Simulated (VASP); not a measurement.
# BaHfO3 (Pm-3m) in VASP: notebook

The runs below take BaHfO3 through single point, with PBE, r2SCAN.

Program: VASP 6.6.1. These are calculated values, not measurements. Logs are shortened: lines on timing, memory, paths and dates and some standing lists are left out, and cuts for length are marked.

## Step 1: The cell of the first run

Symmetry: Pm-3m, No. 221, cubic system. The conventional cell has a = 4.177 Å, b = 4.177 Å, c = 4.177 Å, α = 90.00°, β = 90.00°, γ = 90.00°. Within 3.9 Å of Ba (site symmetry m-3m) lie 12 O at 2.95 Å and 8 Hf at 3.62 Å. Within 2.8 Å of Hf (site symmetry m-3m) lie 6 O at 2.09 Å. Within 2.8 Å of O (site symmetry 4/mmm) lie 2 Hf at 2.09 Å.

## Step 2: Single point, PBE

INCAR reads:

```
SYSTEM = BaHfO3
PREC     = Accurate       ! precision mode
ENCUT    = 520            ! plane-wave cutoff, eV
EDIFF    = 1E-6           ! SCF threshold, eV
ISMEAR   = 0              ! smearing method
SIGMA    = 0.01           ! smearing width, eV
LREAL    = .False.        ! projectors in reciprocal space
LASPH    = .True.         ! aspherical terms in the spheres
NELM     = 100            ! most SCF steps
ALGO     = Normal         ! electronic algorithm
ISIF     = 2              ! what is computed and relaxed
LWAVE    = .False.        ! write WAVECAR
LCHARG   = .False.        ! write CHGCAR
GGA      = PE             ! functional
NBANDS   = 27             ! bands
```

KPOINTS reads:

```
regular mesh
0
Gamma
  6 6 6
  0 0 0
```

POSCAR reads:

```
BaHfO3
1.0
    4.1770587702      0.0000000000      0.0000000000
    0.0000000000      4.1770587702      0.0000000000
    0.0000000000      0.0000000000      4.1770587702
Ba Hf O
1 1 3
Direct
    0.0000000000      0.0000000000      0.0000000000
    0.5000000000      0.5000000000      0.5000000000
    0.5000000000      0.5000000000      0.0000000000
    0.5000000000      0.0000000000      0.5000000000
    0.0000000000      0.5000000000      0.5000000000
```

Potentials or basis: VASP PAW PBE potentials, release 64 (Ba_sv, Hf_pv, O).

Run with:

```console
cat potpaw_PBE.64/Ba_sv/POTCAR potpaw_PBE.64/Hf_pv/POTCAR potpaw_PBE.64/O/POTCAR > POTCAR
mpirun -np 1 vasp_std > vasp.out
```

OUTCAR:

```text
SYSTEM = BaHfO3
   PREC = Accurate
   ENCUT = 520
   EDIFF = 1E-6
   ISMEAR = 0
   LREAL = .False.
   LASPH = .True.
   NELM = 100
   ISIF = 2
   GGA = PE

 ion  position               nearest neighbor table
   1  0.000  0.000  0.000-   3 2.95   4 2.95   5 2.95   4 2.95   5 2.95   3 2.95   5 2.95   5 2.95
                             3 2.95   4 2.95   4 2.95   3 2.95   2 3.62   2 3.62   2 3.62   2 3.62
   2  0.500  0.500  0.500-   3 2.09   4 2.09   5 2.09   3 2.09   4 2.09   5 2.09   1 3.62   1 3.62
                             1 3.62   1 3.62   1 3.62   1 3.62   1 3.62   1 3.62
   3  0.500  0.500  0.000-   2 2.09   2 2.09   1 2.95   1 2.95   1 2.95   1 2.95
   4  0.500  0.000  0.500-   2 2.09   2 2.09   1 2.95   1 2.95   1 2.95   1 2.95
   5  0.000  0.500  0.500-   2 2.09   2 2.09   1 2.95   1 2.95   1 2.95   1 2.95

  LATTYP: Found a simple cubic cell.
 ALAT       =     4.1770587702

  Lattice vectors:

 A1 = (   4.1770587702,   0.0000000000,   0.0000000000)
 A2 = (   0.0000000000,   4.1770587702,   0.0000000000)
 A3 = (   0.0000000000,   0.0000000000,   4.1770587702)

Analysis of symmetry for initial positions (statically):
=====================================================================
 Subroutine PRICEL returns:
 Original cell was already a primitive cell.

 Routine SETGRP: Setting up the symmetry group for a
 simple cubic supercell.

 Subroutine GETGRP returns: Found 48 space group operations
 (whereof 48 operations were pure point group operations)
 out of a pool of 48 trial point group operations.

The static configuration has the point symmetry O_h .

Analysis of symmetry for dynamics (positions and initial velocities):
=====================================================================
 Subroutine PRICEL returns:
 Original cell was already a primitive cell.

 Routine SETGRP: Setting up the symmetry group for a
 simple cubic supercell.

 Subroutine GETGRP returns: Found 48 space group operations
 (whereof 48 operations were pure point group operations)
 out of a pool of 48 trial point group operations.

The dynamic configuration has the point symmetry O_h .

 Subroutine INISYM returns: Found 48 space group operations
 (whereof 48 operations are pure point group operations),
 and found     1 'primitive' translations

----------------------------------------------------------------------------------------

                                     Primitive cell

  volume of cell :      72.8806
[... 91 lines left out ...]
   LREAL  =      F    real-space projection
   EDIFFG = 0.1E-04   stopping-criterion for IOM
   NSW    =      0    number of steps for IOM
   IBRION =     -1    ionic relax: 0-MD 1-quasi-New 2-CG
   NFREE  =      0    steps in history (QN), initial steepest desc. (CG)
   ISIF   =      2    stress and relaxation
   ISYM   =      2    0-nonsym 1-usesym 2-fastsym
   POTIM  = 0.5000    time-step for ionic-motion
   TEBEG  =    0.0;   TEEND  =   0.0 temperature during run
   PSTRESS=    0.0 pullay stress
   NELECT =      38.0000    total number of electrons
   NUPDOWN=      -1.0000    fix difference up-down
   EMIN   =  10.00;   EMAX   =-10.00  energy-range for DOS
   EFERMI =   0.00;   METHOD = LEGACY
   ISMEAR =     0;   SIGMA  =   0.01  broadening in eV -4-tet -1-fermi 0-gaus
   EFERMI_NEDOS =   21; number of points for ismear=-14 and -15
   IALGO  =     38    algorithm
   IMIX   =      4    mixing-type and parameters
     AMIX     =   0.40;   BMIX     =  1.00
     AMIX_MAG =   1.60;   BMIX_MAG =  1.00
  volume/ion in A,a.u.               =      14.58        98.36
  Fermi-wavevector in a.u.,A,eV,Ry     =   1.317646  2.489990 23.622316  1.736191
  Thomas-Fermi vector in A             =   2.447672
   LORBIT       =      0    0 simple, 1 ext, 2 COOP (PROOUT), +10 PAW based schemes
   GGA     = PE    functional components
   LHFCALC =     F    Hartree Fock is set to
   AEXX    =    0.0000 exact exchange contribution
   IVDW    =     0    specifies the selected vdW correction
   LEPSILON=     F    determine dielectric tensor
   LRPA    =     F    only Hartree local field effects (RPA)
 non-spin polarized calculation
 Gauss-broadening in eV      SIGMA  =   0.01
  energy-cutoff  :      520.00
  volume of cell :       72.88
 maximum number of plane-waves:      1984
 NGX is ok and might be reduce to    32
   NGX = 15   NGY = 15   NGZ = 15

 number of electron      38.0000005 magnetization

 Free energy of the ion-electron system (eV)
  ---------------------------------------------------
  ext. energy  EPLUGINS =         0.00000000
  ---------------------------------------------------
  free energy    TOTEN  =       -43.54599888 eV

  energy without entropy =      -43.54599888  energy(sigma->0) =      -43.54599888

 E-fermi :   2.5767     XC(G=0): -10.8234

 val. band max:        2.4402520648   @ k =   0.5000   0.5000   0.5000
 cond. band min:       6.0167274708   @ k =   0.0000   0.0000   0.0000
 fundamental gap:      3.5764754060
 Fermi energy:         2.5767153143

 k-point     1 :       0.0000    0.0000    0.0000
  band No.  band energies     occupation
      1     -26.3561      2.00000
      2     -26.3561      2.00000
      3     -26.3561      2.00000
      4     -22.8204      2.00000
      5     -14.2319      2.00000
      6     -13.6957      2.00000
[... 589 lines left out ...]
     26      11.6792      0.00000
     27      11.6792      0.00000

------------------------ aborting loop because EDIFF is reached ----------------------------------------

  FORCE on cell =-STRESS in cart. coord.  units (eV):
  Direction    XX          YY          ZZ          XY          YZ          ZX
  --------------------------------------------------------------------------------------
  -------------------------------------------------------------------------------------
  Total        1.2970613      1.2970613      1.2970613      0.0000000      0.0000000      0.0000000
  in kB       28.5140766     28.5140766     28.5140766      0.0000000      0.0000000      0.0000000
  external PRESSURE =      28.5140766 kB  Pullay stress =       0.0000000 kB

 VOLUME and BASIS-vectors are now :
 -----------------------------------------------------------------------------
  energy-cutoff  :      520.00
  volume of cell :       72.88
      direct lattice vectors                 reciprocal lattice vectors
     4.177058770  0.000000000  0.000000000     0.239402904  0.000000000  0.000000000
     0.000000000  4.177058770  0.000000000     0.000000000  0.239402904  0.000000000
     0.000000000  0.000000000  4.177058770     0.000000000  0.000000000  0.239402904

 POSITION                                       TOTAL-FORCE (eV/Angst)
 -----------------------------------------------------------------------------------
      0.00000      0.00000      0.00000         0.000000      0.000000      0.000000
      2.08853      2.08853      2.08853         0.000000      0.000000      0.000000
      2.08853      2.08853      0.00000         0.000000      0.000000      0.000000
      2.08853      0.00000      2.08853         0.000000      0.000000      0.000000
      0.00000      2.08853      2.08853         0.000000      0.000000      0.000000
 -----------------------------------------------------------------------------------
    total drift:                                0.000000     -0.000000     -0.000000

  FREE ENERGIE OF THE ION-ELECTRON SYSTEM (eV)
  ---------------------------------------------------
  free  energy   TOTEN  =       -43.5459988808 eV

  energy  without entropy=      -43.5459988808  energy(sigma->0) =      -43.54599888
```

OSZICAR:

```text
N       E                     dE             d eps       ncg     rms          rms(c)
DAV:   1     0.218455107385E+03    0.21846E+03   -0.21355E+04  1080   0.137E+03
DAV:   2    -0.377786229982E+02   -0.25623E+03   -0.24698E+03  1325   0.318E+02
DAV:   3    -0.503421184964E+02   -0.12563E+02   -0.12502E+02  1415   0.658E+01
DAV:   4    -0.505630185301E+02   -0.22090E+00   -0.22067E+00  1540   0.786E+00
DAV:   5    -0.505651693526E+02   -0.21508E-02   -0.21506E-02  1390   0.610E-01    0.586E+01
DAV:   6    -0.437283453883E+02    0.68368E+01   -0.33495E+01  1208   0.325E+01    0.508E+01
DAV:   7    -0.435782703425E+02    0.15008E+00   -0.18809E+00  1377   0.841E+00    0.331E+01
DAV:   8    -0.435667073939E+02    0.11563E-01   -0.32882E-01  1219   0.446E+00    0.794E+00
DAV:   9    -0.435460053566E+02    0.20702E-01   -0.75563E-02  1264   0.181E+00    0.226E+00
DAV:  10    -0.435461043853E+02   -0.99029E-04   -0.74957E-03  1332   0.555E-01    0.776E-01
DAV:  11    -0.435459609730E+02    0.14341E-03   -0.64269E-04  1349   0.155E-01    0.151E-01
DAV:  12    -0.435459939169E+02   -0.32944E-04   -0.66519E-05  1363   0.517E-02    0.105E-01
DAV:  13    -0.435459990863E+02   -0.51694E-05   -0.76907E-06  1415   0.175E-02    0.133E-02
DAV:  14    -0.435459988808E+02    0.20549E-06   -0.63908E-07   886   0.502E-03
   1 F= -.43545999E+02 E0= -.43545999E+02  d E =-.104430E-84
```

stdout:

```text
POSCAR found type information on POSCAR BaHfO
 POSCAR found :  3 types and       5 ions
 scaLAPACK will be used
 LDA part: xc-table for (Slater+PW92), standard interpolation
 POSCAR, INCAR and KPOINTS ok, starting setup
 FFT: planning ... GRIDC
 FFT: planning ... GRID_SOFT
 FFT: planning ... GRID
 WAVECAR not read
 entering main loop
```

Run time: 19 s. Hardware: 1 thread of Intel Xeon Platinum 8488C (Sapphire Rapids), shared host; peak memory 0.19 GiB.

What came out:

- Free energy: -43.5460 eV
- Pressure: 2.9 GPa
- Band gap on the k mesh: 3.58 eV, indirect (least direct gap 3.80 eV)

Levels at points of the mesh, in eV from the valence-band top:
| k point | band 17 | band 18 | band 19 | band 20 | band 21 | band 22 |
| --- | --- | --- | --- | --- | --- | --- |
| (0.00, 0.00, 0.00) | -0.22 | -0.22 | -0.22 | 3.58 | 3.58 | 3.58 |
| (0.50, 0.00, 0.00) | -1.68 | -0.53 | -0.53 | 4.14 | 6.34 | 6.34 |
| (0.50, 0.50, 0.00) | -0.93 | -0.93 | -0.08 | 6.24 | 6.24 | 6.58 |
| (0.50, 0.50, 0.50) | 0.00 | 0.00 | 0.00 | 6.02 | 6.02 | 6.02 |

Caveat: spin-orbit coupling is left out, which moves the levels of the heavy elements. A k mesh can miss the band edges.

## Step 3: Single point, r2SCAN

POSCAR is that of step 2.

INCAR.step1 reads:

```
SYSTEM = BaHfO3
PREC = Accurate
ENCUT = 520
ISMEAR = 0
SIGMA = 0.01
LREAL = .FALSE.
LASPH = .TRUE.
NELM = 80
NBANDS = 27
GGA = PE
ALGO = Normal
EDIFF = 1E-4
LWAVE = .TRUE.
LCHARG = .FALSE.
```

INCAR.step2 reads:

```
SYSTEM = BaHfO3
PREC = Accurate
ENCUT = 520
EDIFF = 1E-6
ISMEAR = 0
SIGMA = 0.01
LREAL = .FALSE.
LASPH = .TRUE.
NELM = 80
ALGO = Normal
ISIF = 2
LWAVE = .FALSE.
LCHARG = .TRUE.
METAGGA = R2SCAN
LMIXTAU = .TRUE.
LELF = .TRUE.
LVHAR = .TRUE.
NBANDS = 27
ISTART = 1
```

KPOINTS reads:

```
regular mesh
0
G
  6 6 6
  0 0 0
```

Potentials or basis: VASP PAW PBE potentials, release 64 (Ba_sv, Hf_pv, O).

Run with:

```console
cat potpaw_PBE.64/Ba_sv/POTCAR potpaw_PBE.64/Hf_pv/POTCAR potpaw_PBE.64/O/POTCAR > POTCAR
cp INCAR.step1 INCAR
mpirun -np 1 vasp_std > vasp.out
cp INCAR.step2 INCAR
mpirun -np 1 vasp_std > vasp.out
```

OUTCAR:

```text
SYSTEM = BaHfO3
   PREC = Accurate
   ENCUT = 520
   EDIFF = 1E-6
   ISMEAR = 0
   LREAL = .FALSE.
   LASPH = .TRUE.
   NELM = 80
   ISIF = 2
   METAGGA = R2SCAN
   ISTART = 1

 ion  position               nearest neighbor table
   1  0.000  0.000  0.000-   3 2.95   4 2.95   5 2.95   4 2.95   5 2.95   3 2.95   5 2.95   5 2.95
                             3 2.95   4 2.95   4 2.95   3 2.95   2 3.62   2 3.62   2 3.62   2 3.62
   2  0.500  0.500  0.500-   3 2.09   4 2.09   5 2.09   3 2.09   4 2.09   5 2.09   1 3.62   1 3.62
                             1 3.62   1 3.62   1 3.62   1 3.62   1 3.62   1 3.62
   3  0.500  0.500  0.000-   2 2.09   2 2.09   1 2.95   1 2.95   1 2.95   1 2.95
   4  0.500  0.000  0.500-   2 2.09   2 2.09   1 2.95   1 2.95   1 2.95   1 2.95
   5  0.000  0.500  0.500-   2 2.09   2 2.09   1 2.95   1 2.95   1 2.95   1 2.95

  LATTYP: Found a simple cubic cell.
 ALAT       =     4.1770587702

  Lattice vectors:

 A1 = (   4.1770587702,   0.0000000000,   0.0000000000)
 A2 = (   0.0000000000,   4.1770587702,   0.0000000000)
 A3 = (   0.0000000000,   0.0000000000,   4.1770587702)

Analysis of symmetry for initial positions (statically):
[... 178 lines left out ...]
 cond. band min:       6.2142369288   @ k =   0.0000   0.0000   0.0000
 fundamental gap:      4.1102639253
 Fermi energy:         2.1721135962

 k-point     1 :       0.0000    0.0000    0.0000
  band No.  band energies     occupation
      1     -27.6468      2.00000
      2     -27.6468      2.00000
      3     -27.6468      2.00000
      4     -23.8330      2.00000
      5     -15.5349      2.00000
      6     -15.0356      2.00000
[... 589 lines left out ...]
     26      11.9505      0.00000
     27      11.9505      0.00000

------------------------ aborting loop because EDIFF is reached ----------------------------------------

  FORCE on cell =-STRESS in cart. coord.  units (eV):
  Direction    XX          YY          ZZ          XY          YZ          ZX
  --------------------------------------------------------------------------------------
  -------------------------------------------------------------------------------------
  Total       -0.3366185     -0.3366185     -0.3366185      0.0000000     -0.0000000      0.0000000
  in kB       -7.4000876     -7.4000876     -7.4000876      0.0000000     -0.0000000      0.0000000
  external PRESSURE =      -7.4000876 kB  Pullay stress =       0.0000000 kB

 VOLUME and BASIS-vectors are now :
 -----------------------------------------------------------------------------
  energy-cutoff  :      520.00
  volume of cell :       72.88
      direct lattice vectors                 reciprocal lattice vectors
     4.177058770  0.000000000  0.000000000     0.239402904  0.000000000  0.000000000
     0.000000000  4.177058770  0.000000000     0.000000000  0.239402904  0.000000000
     0.000000000  0.000000000  4.177058770     0.000000000  0.000000000  0.239402904

 POSITION                                       TOTAL-FORCE (eV/Angst)
 -----------------------------------------------------------------------------------
      0.00000      0.00000      0.00000         0.000000      0.000000      0.000000
      2.08853      2.08853      2.08853         0.000000      0.000000      0.000000
      2.08853      2.08853      0.00000         0.000000      0.000000      0.000000
      2.08853      0.00000      2.08853         0.000000      0.000000      0.000000
      0.00000      2.08853      2.08853         0.000000      0.000000      0.000000
 -----------------------------------------------------------------------------------
    total drift:                                0.000000     -0.000000     -0.000000

  FREE ENERGIE OF THE ION-ELECTRON SYSTEM (eV)
  ---------------------------------------------------
  free  energy   TOTEN  =      -108.0085771916 eV

  energy  without entropy=     -108.0085771916  energy(sigma->0) =     -108.00857719
```

OUTCAR.step1:

```text
SYSTEM = BaHfO3
   PREC = Accurate
   ENCUT = 520
   ISMEAR = 0
   LREAL = .FALSE.
   LASPH = .TRUE.
[... 828 lines left out ...]
      2.08853      2.08853      0.00000         0.000000      0.000000      0.000000
      2.08853      0.00000      2.08853         0.000000      0.000000      0.000000
      0.00000      2.08853      2.08853         0.000000      0.000000      0.000000
 -----------------------------------------------------------------------------------
    total drift:                                0.000000     -0.000000     -0.000000

  FREE ENERGIE OF THE ION-ELECTRON SYSTEM (eV)
  ---------------------------------------------------
  free  energy   TOTEN  =       -43.5459932333 eV

  energy  without entropy=      -43.5459932333  energy(sigma->0) =      -43.54599323
```

Wall time 66 s (1 thread of Intel Xeon Platinum 8488C (Sapphire Rapids), shared host); peak memory 0.21 GiB.

What came out:

| Property | Result |
| --- | --- |
| Free energy | -108.0086 eV |
| Pressure | -0.7 GPa |
| Band gap on the k mesh | 4.11 eV, indirect (least direct gap 4.35 eV) |

Caveat: the PAW data sets were made with another functional, which shifts forces and pressure a little; spin-orbit coupling is left out, which moves the levels of the heavy elements. A k mesh can miss the band edges.
